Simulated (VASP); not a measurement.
Runs of VASP 6.6.1 on C. The structure is that of space group P6_3/mmc (No. 194), or close to it. The cells are those of the table. 

| task | cell | k mesh | cutoff (eV) | gap on the mesh (eV) | pressure (GPa) |
| --- | --- | --- | --- | --- | --- |
| single point | a = 2.423, b = 2.423, c = 5.346 Å, angles 90.0, 90.0, 120.0°, 4 atoms | 24 × 24 × 8 | 520 | none | 30.6 |
| single point | a = 2.459, b = 2.459, c = 6.343 Å, angles 90.0, 90.0, 120.0°, 4 atoms | 18 × 18 × 2 | 520 | none | (b) |
| relaxation of cell and atoms | relaxed to 60 GPa from a = 2.360, b = 2.360, c = 5.205 Å, angles 90.0, 90.0, 120.0°, 4 atoms | 24 × 24 × 8 | 600 | none | 60.0 |
| single point | a = 2.442, b = 2.442, c = 5.706 Å, angles 90.0, 90.0, 120.0°, 4 atoms | 18 × 18 × 8 | 520 | none | 15.5 |
| relaxation of cell and atoms | relaxed to 8 GPa from a = 2.395, b = 2.395, c = 6.176 Å, angles 90.0, 90.0, 120.0°, 4 atoms | 18 × 18 × 8 | 600 | none | 8.0 |
| relaxation of cell and atoms | relaxed to 15 GPa from a = 2.390, b = 2.390, c = 5.842 Å, angles 90.0, 90.0, 120.0°, 4 atoms | 18 × 18 × 8 | 600 | none | 15.0 |
| single point | a = 2.391, b = 2.391, c = 4.946 Å, angles 90.0, 90.0, 120.0°, 4 atoms | 24 × 24 × 8 | 520 | none | 60.7 |
| single point | a = 2.451, b = 2.451, c = 5.991 Å, angles 90.0, 90.0, 120.0°, 4 atoms | 18 × 18 × 8 | 520 | none | (a) |

Alike in all rows: level PBE+D3(BJ); potentials or basis VASP PAW PBE potentials, release 64 (C); no spin polarisation; smearing gaussian 0.1 eV.

Question: Fill in the values left out.

Answer: (a) 8.5; (b) 3.5.

Caveats: some runs use coarse meshes; the cell stands under pressure (at least some runs); the cell is relaxed towards a set pressure, so the run minimises the enthalpy, not the energy (at least some runs).

A gap of «none» marks levels without a gap at the run's occupations.
